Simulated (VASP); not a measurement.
# RbSiH4 (C222) in VASP: single point with PBE

Aim: the single point of RbSiH4 with PBE.

All numbers are computed with VASP 6.6.1; they aren't measurements. Logs are shortened: lines on timing, memory, paths and dates and some standing lists are left out, and cuts for length are marked.

### Step 1. The cell of the first run

The structure is orthorhombic, space group C222 (No. 21). Conventional cell: a = 5.410 Å, b = 5.657 Å, c = 4.120 Å, α = 90.00°, β = 90.00°, γ = 90.00°. Rb (site symmetry 222) has 24 H at 2.55 to 3.81 Å and 8 Si at 3.40 to 3.50 Å and 6 Rb at 3.91 to 4.12 Å within 4.2 Å. Si (site symmetry 222) has 4 H at 1.18 Å within 1.6 Å. H (site symmetry 1) has 1 Si at 1.18 Å within 1.6 Å.

### Step 2. Single point, PBE

INCAR

```
ALGO = Normal ; EDIFF = 1E-6
ENCUT = 520 ; GGA = PE
ISIF = 2 ; ISMEAR = 0
LASPH = T ; LCHARG = T
LELF = T ; LREAL = F
LVHAR = T ; LWAVE = F
NBANDS = 18 ; NELM = 80
PREC = Accurate ; SIGMA = 0.174
```

KPOINTS

```
k-points
0
Gamma
  8 8 8
```

POSCAR

```
RbSiH4
1.0
    2.8283150000      2.7052330000      0.0000000000
    2.8283150000     -2.7052330000      0.0000000000
    0.0000000000      0.0000000000     -4.1201010000
Rb Si H
1 1 4
Direct
    0.0000000000      0.0000000000      0.0000000000
    0.5000000000      0.5000000000      0.5000000000
    0.5010000000      0.2590000000      0.6730000000
    0.4990000000      0.7410000000      0.6730000000
    0.2590000000      0.5010000000      0.3270000000
    0.7410000000      0.4990000000      0.3270000000
```

Potentials or basis: VASP PAW PBE potentials, release 64 (Rb_sv, Si, H).

Command:

```bash
cat potpaw_PBE.64/Rb_sv/POTCAR potpaw_PBE.64/Si/POTCAR potpaw_PBE.64/H/POTCAR > POTCAR
mpirun -np 1 vasp_std > vasp.out
```

OUTCAR:

```text
EDIFF = 1E-6
   ENCUT = 520
   GGA = PE
   ISIF = 2
   ISMEAR = 0
   LASPH = T
   LREAL = F
   NELM = 80
   PREC = Accurate

 ion  position               nearest neighbor table
   1  0.000  0.000  0.000-   3 2.55   4 2.55   5 2.55   6 2.55   3 2.62   5 2.62   6 2.62   4 2.62
                             2 3.40   2 3.40   2 3.40   2 3.40   2 3.50   2 3.50   2 3.50   2 3.50
   2  0.500  0.500  0.500-   3 1.18   4 1.18   5 1.18   6 1.18   1 3.40   1 3.40   1 3.40   1 3.40
                             1 3.50   1 3.50   1 3.50   1 3.50
   3  0.501  0.259  0.673-   2 1.18   1 2.55   1 2.62
   4  0.499  0.741  0.673-   2 1.18   1 2.55   1 2.62
   5  0.259  0.501  0.327-   2 1.18   1 2.55   1 2.62
   6  0.741  0.499  0.327-   2 1.18   1 2.55   1 2.62

  LATTYP: Found a base centered orthorhombic cell.
 ALAT       =     5.4104660000
 B/A-ratio  =     1.0454977446
 C/A-ratio  =     0.7615057557

  Lattice vectors:

 A1 = (  -2.8283150000,   2.7052330000,   0.0000000000)
 A2 = (   2.8283150000,   2.7052330000,   0.0000000000)
 A3 = (   0.0000000000,   0.0000000000,  -4.1201010000)

Analysis of symmetry for initial positions (statically):
=====================================================================
 Subroutine PRICEL returns:
 Original cell was already a primitive cell.

 Routine SETGRP: Setting up the symmetry group for a
 base centered orthorhombic supercell.

 Subroutine GETGRP returns: Found  4 space group operations
 (whereof  4 operations were pure point group operations)
 out of a pool of  8 trial point group operations.

The static configuration has the point symmetry D_2 .

Analysis of symmetry for dynamics (positions and initial velocities):
=====================================================================
 Subroutine PRICEL returns:
 Original cell was already a primitive cell.

 Routine SETGRP: Setting up the symmetry group for a
 base centered orthorhombic supercell.

 Subroutine GETGRP returns: Found  4 space group operations
 (whereof  4 operations were pure point group operations)
 out of a pool of  8 trial point group operations.

The dynamic configuration has the point symmetry D_2 .

 Subroutine INISYM returns: Found  4 space group operations
 (whereof  4 operations are pure point group operations),
 and found     1 'primitive' translations

----------------------------------------------------------------------------------------

[... 98 lines left out ...]
   ENCUT  =  520.0 eV  38.22 Ry    6.18 a.u.   7.28  7.28  7.66*2*pi/ulx,y,z
   NELM   =     80;   NELMIN=  2; NELMDL= -5     # of ELM steps
   EDIFF  = 0.1E-05   stopping-criterion for ELM
   LREAL  =      F    real-space projection
   EDIFFG = 0.1E-04   stopping-criterion for IOM
   NSW    =      0    number of steps for IOM
   IBRION =     -1    ionic relax: 0-MD 1-quasi-New 2-CG
   NFREE  =      0    steps in history (QN), initial steepest desc. (CG)
   ISIF   =      2    stress and relaxation
   ISYM   =      2    0-nonsym 1-usesym 2-fastsym
   POTIM  = 0.5000    time-step for ionic-motion
   TEBEG  =    0.0;   TEEND  =   0.0 temperature during run
   PSTRESS=    0.0 pullay stress
   NELECT =      17.0000    total number of electrons
   NUPDOWN=      -1.0000    fix difference up-down
   EMIN   =  10.00;   EMAX   =-10.00  energy-range for DOS
   EFERMI =   0.00;   METHOD = LEGACY
   ISMEAR =     0;   SIGMA  =   0.17  broadening in eV -4-tet -1-fermi 0-gaus
   EFERMI_NEDOS =   21; number of points for ismear=-14 and -15
   IALGO  =     38    algorithm
   IMIX   =      4    mixing-type and parameters
     AMIX     =   0.40;   BMIX     =  1.00
     AMIX_MAG =   1.60;   BMIX_MAG =  1.00
  volume/ion in A,a.u.               =      10.51        70.91
  Fermi-wavevector in a.u.,A,eV,Ry     =   1.057631  1.998634 15.219264  1.118584
  Thomas-Fermi vector in A             =   2.192911
   LORBIT       =      0    0 simple, 1 ext, 2 COOP (PROOUT), +10 PAW based schemes
   GGA     = PE    functional components
   LHFCALC =     F    Hartree Fock is set to
   AEXX    =    0.0000 exact exchange contribution
   IVDW    =     0    specifies the selected vdW correction
   LEPSILON=     F    determine dielectric tensor
   LRPA    =     F    only Hartree local field effects (RPA)
 non-spin polarized calculation
 Gauss-broadening in eV      SIGMA  =   0.17
  energy-cutoff  :      520.00
  volume of cell :       63.05
 maximum number of plane-waves:      1712
 NGX is ok and might be reduce to    30
   NGX = 15   NGY = 15   NGZ = 15

 number of electron      17.0000000 magnetization

 Free energy of the ion-electron system (eV)
  ---------------------------------------------------
  ext. energy  EPLUGINS =         0.00000000
  ---------------------------------------------------
  free energy    TOTEN  =       -12.50063303 eV

  energy without entropy =      -12.47077544  energy(sigma->0) =      -12.48570423

 E-fermi :   5.3307     XC(G=0):  -9.0190

 val. band max:        5.3305810528   @ k =  -0.1250   0.1250   0.5000
 cond. band min:       5.3385953361   @ k =   0.2500   0.2500   0.3750
 fundamental gap:      0.0080142833
 Fermi energy:         5.3306899740

 k-point     1 :       0.0000    0.0000    0.0000
  band No.  band energies     occupation
      1     -23.8369      2.00000
      2      -9.1651      2.00000
      3      -8.1250      2.00000
      4      -7.9035      2.00000
      5      -7.8158      2.00000
      6      -2.7897      2.00000
[... 481 lines left out ...]
      5      -7.3566      2.00000
      6      -3.1853      2.00000
[... 10 lines left out ...]
     17      12.0755      0.00000
     18      12.4514      0.00000

 [... further k-points ...]
[... 5 lines left out ...]
  --------------------------------------------------------------------------------------
  -------------------------------------------------------------------------------------
  Total       21.6065248     21.2233803     21.9357278      0.0000000      0.0000000      0.0000000
  in kB      549.0668090    539.3303087    557.4325427      0.0000000      0.0000000      0.0000000
  external PRESSURE =     548.6098868 kB  Pullay stress =       0.0000000 kB

 VOLUME and BASIS-vectors are now :
 -----------------------------------------------------------------------------
  energy-cutoff  :      520.00
  volume of cell :       63.05
      direct lattice vectors                 reciprocal lattice vectors
     2.828315000  2.705233000  0.000000000     0.176783703  0.184826963  0.000000000
     2.828315000 -2.705233000  0.000000000     0.176783703 -0.184826963  0.000000000
     0.000000000  0.000000000 -4.120101000     0.000000000  0.000000000 -0.242712497

 POSITION                                       TOTAL-FORCE (eV/Angst)
 -----------------------------------------------------------------------------------
      0.00000      0.00000      0.00000        -0.000000      0.000000      0.000000
      2.82831      0.00000     -2.06005        -0.000000      0.000000      0.000000
      2.14952      0.65467     -2.77283        -6.454136      6.204838     -6.537470
      3.50711     -0.65467     -2.77283         6.454136     -6.204838     -6.537470
      2.14952     -0.65467     -1.34727        -6.454136     -6.204838      6.537470
      3.50711      0.65467     -1.34727         6.454136      6.204838      6.537470
 -----------------------------------------------------------------------------------
    total drift:                               -0.000000      0.000000      0.000000

  FREE ENERGIE OF THE ION-ELECTRON SYSTEM (eV)
  ---------------------------------------------------
  free  energy   TOTEN  =       -12.5006330253 eV

  energy  without entropy=      -12.4707754366  energy(sigma->0) =      -12.48570423
```

It took 69 s on 1 thread of AMD EPYC 7R13 (Zen 3), shared host; peak memory 0.22 GiB.

What came out:

* Free energy: -12.5006 eV
* Pressure: 54.9 GPa
* Largest force: 11.086 eV/Å
* Band gap on the k mesh: zero (an odd number of electrons rules out a gap without spin polarisation)

Forces in eV/Å, atoms in the order of the input:
```
Rb   0.000  0.000  0.000
Si   0.000  0.000  0.000
H   -6.454  6.205 -6.537
H    6.454 -6.205 -6.537
H   -6.454 -6.205  6.537
H    6.454  6.205  6.537
```

Caveat: the cell stands under pressure; an odd number of electrons without spin polarisation forces a metal; a magnetic or distorted state may lie lower.
